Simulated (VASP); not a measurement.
# HgTe (Cmcm) in VASP: further runs, part 3 of 3

VASP 6.6.1. The steps go on from the part before.

**5. Single point, r2SCAN+D3(BJ)**

This run uses another cell than the first one, of 30.08 Å³/atom, 1.064 times its volume.

POSCAR

```
HgTe
1.0
    2.9925180000     -3.4669290000      0.0000000000
    2.9925180000      3.4669290000      0.0000000000
    0.0000000000      0.0000000000      5.7981570000
Hg Te
2 2
Direct
    0.3430500000      0.6569500000      0.7500000000
    0.6569500000      0.3430500000      0.2500000000
    0.7848090000      0.2151910000      0.7500000000
    0.2151910000      0.7848090000      0.2500000000
```

INCAR.step1

```
SYSTEM = HgTe
PREC     = Accurate       ! precision mode
ENCUT    = 520            ! plane-wave cutoff, eV
ISMEAR   = -1             ! smearing method
SIGMA    = 0.05           ! smearing width, eV
LREAL    = .FALSE.        ! projectors in reciprocal space
LASPH    = .TRUE.         ! aspherical terms in the spheres
NELM     = 80             ! most SCF steps
NBANDS   = 26             ! bands
GGA      = PE             ! functional
ALGO     = Normal         ! electronic algorithm
EDIFF    = 1E-4           ! SCF threshold, eV
LWAVE    = .TRUE.         ! write WAVECAR
LCHARG   = .FALSE.        ! write CHGCAR
```

INCAR.step2

```
SYSTEM = HgTe
PREC     = Accurate       ! precision mode
ENCUT    = 520            ! plane-wave cutoff, eV
EDIFF    = 1E-6           ! SCF threshold, eV
ISMEAR   = -1             ! smearing method
SIGMA    = 0.05           ! smearing width, eV
LREAL    = .FALSE.        ! projectors in reciprocal space
LASPH    = .TRUE.         ! aspherical terms in the spheres
NELM     = 80             ! most SCF steps
ALGO     = Normal         ! electronic algorithm
ISIF     = 2              ! what is computed and relaxed
LWAVE    = .FALSE.        ! write WAVECAR
LCHARG   = .TRUE.         ! write CHGCAR
METAGGA  = R2SCAN         ! meta-GGA
LMIXTAU  = .TRUE.       
IVDW     = 12             ! dispersion correction
VDW_S6   = 1.0          
VDW_S8   = 0.78981345   
VDW_A1   = 0.49484001   
VDW_A2   = 5.73083694   
LELF     = .TRUE.         ! ELF
LVHAR    = .TRUE.       
NBANDS   = 26             ! bands
ISTART   = 1
```

KPOINTS

```
Automatic mesh
0
G
  4 4 4
  0 0 0
```

Potentials or basis: VASP PAW PBE potentials, release 64 (Hg, Te).

The run is started by

```
$ cat potpaw_PBE.64/Hg/POTCAR potpaw_PBE.64/Te/POTCAR > POTCAR
$ cp INCAR.step1 INCAR
$ mpirun -np 1 vasp_std > vasp.out
$ cp INCAR.step2 INCAR
$ mpirun -np 1 vasp_std > vasp.out
```

OUTCAR:

```text
SYSTEM = HgTe
   PREC = Accurate
   ENCUT = 520
   EDIFF = 1E-6
   ISMEAR = -1
   LREAL = .FALSE.
   LASPH = .TRUE.
   NELM = 80
   ISIF = 2
   METAGGA = R2SCAN
   IVDW = 12
   ISTART = 1
 IVDW          = 12

 ion  position               nearest neighbor table
   1  0.343  0.657  0.750-   3 3.02   3 3.02   4 3.03   4 3.03   3 3.06   2 3.63   2 3.63
   2  0.657  0.343  0.250-   4 3.02   4 3.02   3 3.03   3 3.03   4 3.06   1 3.63   1 3.63
   3  0.785  0.215  0.750-   1 3.02   1 3.02   2 3.03   2 3.03   1 3.06
[... 812 lines left out ...]
  Direction    XX          YY          ZZ          XY          YZ          ZX
  --------------------------------------------------------------------------------------
  -------------------------------------------------------------------------------------
  Total      -1.74340    -1.15493    -1.94718     0.00000    -0.00000     0.00000
  in kB     -23.21698   -15.38026   -25.93079     0.00000    -0.00000     0.00000
  external pressure =      -21.51 kB  Pullay stress =        0.00 kB

 VOLUME and BASIS-vectors are now :
 -----------------------------------------------------------------------------
  energy-cutoff  :      520.00
  volume of cell :      120.31
      direct lattice vectors                 reciprocal lattice vectors
     2.992518000 -3.466929000  0.000000000     0.167083373 -0.144219856  0.000000000
     2.992518000  3.466929000  0.000000000     0.167083373  0.144219856  0.000000000
     0.000000000  0.000000000  5.798157000     0.000000000  0.000000000  0.172468596

 POSITION                                       TOTAL-FORCE (eV/Angst)
 -----------------------------------------------------------------------------------
      2.99252      1.08827      4.34862         0.000000      0.002987     -0.000000
      2.99252     -1.08827      1.44954         0.000000     -0.002987      0.000000
      2.99252     -1.97483      4.34862         0.000000      0.101110     -0.000000
      2.99252      1.97483      1.44954         0.000000     -0.101110      0.000000
 -----------------------------------------------------------------------------------
    total drift:                               -0.000000      0.000000     -0.000000

  FREE ENERGIE OF THE ION-ELECTRON SYSTEM (eV)
  ---------------------------------------------------
  free  energy   TOTEN  =      -150.4242376329 eV

  energy  without entropy=     -150.4152756457  energy(sigma->0) =     -150.41975664
```

OUTCAR.step1:

```text
SYSTEM = HgTe
   PREC = Accurate
   ENCUT = 520
   ISMEAR = -1
   LREAL = .FALSE.
   LASPH = .TRUE.
   NELM = 80
[... 834 lines left out ...]
      2.99252     -1.08827      1.44954         0.000000     -0.008590     -0.000000
      2.99252     -1.97483      4.34862         0.000000      0.032044      0.000000
      2.99252      1.97483      1.44954         0.000000     -0.032044     -0.000000
 -----------------------------------------------------------------------------------
    total drift:                               -0.000000      0.000000     -0.000000

  FREE ENERGIE OF THE ION-ELECTRON SYSTEM (eV)
  ---------------------------------------------------
  free  energy   TOTEN  =        -6.6158409611 eV

  energy  without entropy=       -6.6018490910  energy(sigma->0) =       -6.60884503
```

OSZICAR.step1:

```text
N       E                     dE             d eps       ncg     rms          rms(c)
DAV:   1     0.229885275678E+03    0.22989E+03   -0.15967E+04  1092   0.122E+03
DAV:   2     0.432585804840E+01   -0.22556E+03   -0.21638E+03  1184   0.280E+02
DAV:   3    -0.688455641591E+01   -0.11210E+02   -0.11100E+02  1274   0.622E+01
DAV:   4    -0.702107517273E+01   -0.13652E+00   -0.13639E+00  1368   0.609E+00
DAV:   5    -0.702234348427E+01   -0.12683E-02   -0.12683E-02  1248   0.599E-01    0.935E+00
DAV:   6    -0.662079345644E+01    0.40155E+00   -0.96291E-01  1184   0.955E+00    0.741E+00
DAV:   7    -0.661808655962E+01    0.27069E-02   -0.23659E-01  1188   0.246E+00    0.269E+00
DAV:   8    -0.661600259921E+01    0.20840E-02   -0.24118E-02  1132   0.143E+00    0.546E-01
DAV:   9    -0.661586358086E+01    0.13902E-03   -0.35416E-03  1176   0.548E-01    0.835E-02
DAV:  10    -0.661584096110E+01    0.22620E-04   -0.26635E-04   984   0.162E-01
   1 F= -.66158410E+01 E0= -.66088450E+01  d E =-.139919E-01
```

Run time: 2.7 min. Hardware: 1 thread of Intel Xeon 6975P-C, shared host; peak memory 0.28 GiB.

Results:

```yaml
Free_energy: -150.4242 eV
Pressure: -2.2 GPa
Largest_force: 0.101 eV/Å
Band_gap_on_the_k_mesh: zero (band 18 reaches 4.03 eV, above the bottom of band 19 at 2.02 eV)
Dispersion_energy_per_atom: -0.194 eV
```

Forces in eV/Å, atoms in the order of the input:
```
Hg   0.000  0.003  0.000
Hg   0.000 -0.003  0.000
Te   0.000  0.101  0.000
Te   0.000 -0.101  0.000
```

Levels at points of the mesh, in eV from the Fermi level:
```
           k point  band 14  band 15  band 16  band 17  band 18  band 19  band 20  band 21  band 22  band 23
(0.00, 0.00, 0.00)    -2.62    -2.61    -2.60    -1.08    -0.45    -0.26    -0.18     4.43     5.50     6.59
(0.50, 0.00, 0.00)    -3.88    -2.47    -2.00    -0.93    -0.57     1.59     2.66     3.23     4.95     5.39
(0.50, 0.50, 0.00)    -4.14    -2.16    -1.92    -1.84    -1.82    -1.70    -1.38     3.58     5.66     7.44
(0.00, 0.00, 0.50)    -3.62    -1.90    -1.90    -1.32    -1.32     1.55     1.55     5.24     5.24     5.41
(0.50, 0.00, 0.50)    -5.56    -0.97    -0.97     0.21     0.21     2.19     2.19     4.17     4.17     4.92
(0.50, 0.50, 0.50)    -4.53    -3.18    -3.18    -3.04    -3.04     2.21     2.21     6.01     6.01     7.33
```

Caveat: three body term missing; the PAW data sets were made with another functional, which shifts forces and pressure a little; spin-orbit coupling is left out, which moves the levels of the heavy elements; pairwise dispersion overbinds metals, which lowers pressure and volume.

**6. Single point, r2SCAN+D3(BJ)**

This run uses another cell than the first one, of 30.68 Å³/atom, 1.085 times its volume.

POSCAR

```
HgTe
1.0
    3.0123365776     -3.4898894638      0.0000000000
    3.0123365776      3.4898894638      0.0000000000
    0.0000000000      0.0000000000      5.8365565098
Hg Te
2 2
Direct
    0.3430500000      0.6569500000      0.7500000000
    0.6569500000      0.3430500000      0.2500000000
    0.7848090000      0.2151910000      0.7500000000
    0.2151910000      0.7848090000      0.2500000000
```

INCAR.step1

```
SYSTEM = HgTe
  PREC = Accurate
  ENCUT = 520
  ISMEAR = -1
  SIGMA = 0.05
  LREAL = .FALSE.
  LASPH = .TRUE.
  NELM = 60
  NBANDS = 26
  GGA = PE
  ALGO = Normal
  EDIFF = 1E-4
  LWAVE = .TRUE.
  LCHARG = .FALSE.
```

INCAR.step2

```
SYSTEM = HgTe
  PREC = Accurate
  ENCUT = 520
  EDIFF = 1E-6
  ISMEAR = -1
  SIGMA = 0.05
  LREAL = .FALSE.
  LASPH = .TRUE.
  NELM = 60
  ALGO = Normal
  ISIF = 2
  LWAVE = .FALSE.
  LCHARG = .FALSE.
  METAGGA = R2SCAN
  LMIXTAU = .TRUE.
  IVDW = 12
  VDW_S6 = 1.0
  VDW_S8 = 0.78981345
  VDW_A1 = 0.49484001
  VDW_A2 = 5.73083694
  NBANDS = 26
  ISTART = 1
```

KPOINTS

```
regular mesh
0
G
  4 4 4
  0 0 0
```

Potentials or basis: VASP PAW PBE potentials, release 64 (Hg, Te).

The run is started by

```
$ cat potpaw_PBE.64/Hg/POTCAR potpaw_PBE.64/Te/POTCAR > POTCAR
$ cp INCAR.step1 INCAR
$ mpirun -np 1 vasp_std > vasp.out
$ cp INCAR.step2 INCAR
$ mpirun -np 1 vasp_std > vasp.out
```

Wall time 2.6 min (1 thread of Intel Xeon 6975P-C, shared host); peak memory 0.28 GiB.

The run converged. Its results:

* Free energy: -150.3865 eV
* Pressure: -2.9 GPa
* Largest force: 0.155 eV/Å
* Band gap on the k mesh: zero (band 18 reaches 3.80 eV, above the bottom of band 19 at 1.86 eV)
* Dispersion energy per atom: -0.190 eV

Forces on the atoms (eV/Å):
```
Hg   0.000 -0.006  0.000
Hg   0.000  0.006  0.000
Te   0.000  0.155  0.000
Te   0.000 -0.155  0.000
```

Stress tensor (GPa, compression positive):
```
-3.21  0.00  0.00
 0.00 -2.16  0.00
 0.00  0.00 -3.46
```

Levels at points of the mesh, in eV from the Fermi level:
| k point | band 14 | band 15 | band 16 | band 17 | band 18 | band 19 | band 20 | band 21 | band 22 | band 23 |
| --- | --- | --- | --- | --- | --- | --- | --- | --- | --- | --- |
| (0.00, 0.00, 0.00) | -2.57 | -2.56 | -2.55 | -1.04 | -0.44 | -0.29 | -0.18 | 4.45 | 5.49 | 6.57 |
| (0.50, 0.00, 0.00) | -3.83 | -2.39 | -1.96 | -0.92 | -0.55 | 1.57 | 2.61 | 3.24 | 4.90 | 5.36 |
| (0.50, 0.50, 0.00) | -4.02 | -2.11 | -1.91 | -1.78 | -1.76 | -1.65 | -1.35 | 3.62 | 5.68 | 7.34 |
| (0.00, 0.00, 0.50) | -3.60 | -1.84 | -1.84 | -1.28 | -1.28 | 1.51 | 1.51 | 5.21 | 5.21 | 5.43 |
| (0.50, 0.00, 0.50) | -5.47 | -0.95 | -0.95 | 0.20 | 0.20 | 2.16 | 2.16 | 4.14 | 4.14 | 4.91 |
| (0.50, 0.50, 0.50) | -4.45 | -3.09 | -3.09 | -2.95 | -2.95 | 2.15 | 2.15 | 5.97 | 5.97 | 7.26 |

Caveat: three body term missing; the PAW data sets were made with another functional, which shifts forces and pressure a little; spin-orbit coupling is left out, which moves the levels of the heavy elements; pairwise dispersion overbinds metals, which lowers pressure and volume.

**7. Summary**

| cell | gap on the mesh (eV) | pressure (GPa) | largest force (eV/Å) |
| --- | --- | --- | --- |
| a = 4.486, b = 4.486, c = 5.680 Å, angles 90.0, 90.0, 98.4°, 4 atoms | none | 0.9 | 0.09 |
| a = 4.518, b = 4.518, c = 5.720 Å, angles 90.0, 90.0, 98.4°, 4 atoms | none | -0.2 | 0.02 |
| a = 4.549, b = 4.549, c = 5.759 Å, angles 90.0, 90.0, 98.4°, 4 atoms | none | -1.3 | 0.04 |
| a = 4.580, b = 4.580, c = 5.798 Å, angles 90.0, 90.0, 98.4°, 4 atoms | none | -2.2 | 0.10 |
| a = 4.610, b = 4.610, c = 5.837 Å, angles 90.0, 90.0, 98.4°, 4 atoms | none | -2.9 | 0.15 |

Alike in all rows: task single point; level r2SCAN+D3(BJ); potentials or basis VASP PAW PBE potentials, release 64 (Hg, Te); no spin polarisation; k mesh 4 × 4 × 4; cutoff (eV) 520; smearing fermi-dirac 0.05 eV.

Caveats: three body term missing; the PAW data sets were made with another functional, which shifts forces and pressure a little; spin-orbit coupling is left out, which moves the levels of the heavy elements; pairwise dispersion overbinds metals, which lowers pressure and volume.

Absolute energies hang on the potentials; compare differences alone.
